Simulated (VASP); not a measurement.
A run of VASP 6.6.1:

Contents of INCAR:

```
SYSTEM = MoS2
PREC = Accurate
ENCUT = 520
EDIFF = 1E-6
ISMEAR = -1
SIGMA = 0.05
LREAL = .FALSE.
LASPH = .TRUE.
NELM = 80
ALGO = Normal
ISIF = 2
LWAVE = .FALSE.
LCHARG = .FALSE.
GGA = PS
NBANDS = 20
```

File KPOINTS:

```
Automatic mesh
0
G
  10 10 10
  0 0 0
```

Contents of POSCAR:

```
MoS2
1.0
    1.5531337754      0.8967022033      5.9901657895
   -1.5531337754      0.8967022033      5.9901657895
    0.0000000000     -1.7934044066      5.9901657895
Mo S
1 2
Direct
    0.0000000000      0.0000000000      0.0000000000
    0.2500000000      0.2500000000      0.2500000000
    0.7500000000      0.7500000000      0.7500000000
```

Potentials or basis: VASP PAW PBE potentials, release 64 (Mo_sv, S).

Run with:

```sh
$ cat potpaw_PBE.64/Mo_sv/POTCAR potpaw_PBE.64/S/POTCAR > POTCAR
$ mpirun -np 1 vasp_std > vasp.out
```

Hardware: 1 thread of AMD EPYC 9R45 96-Core Processor (Zen 5), with other jobs on the host.

Q: How long does it take, and how much memory?

A: Wall time 3.9 min on 1 thread of AMD EPYC 9R45 96-Core Processor (Zen 5), on a shared host, peak memory 0.34 GiB. Counts: scf iterations 14, k points 116.
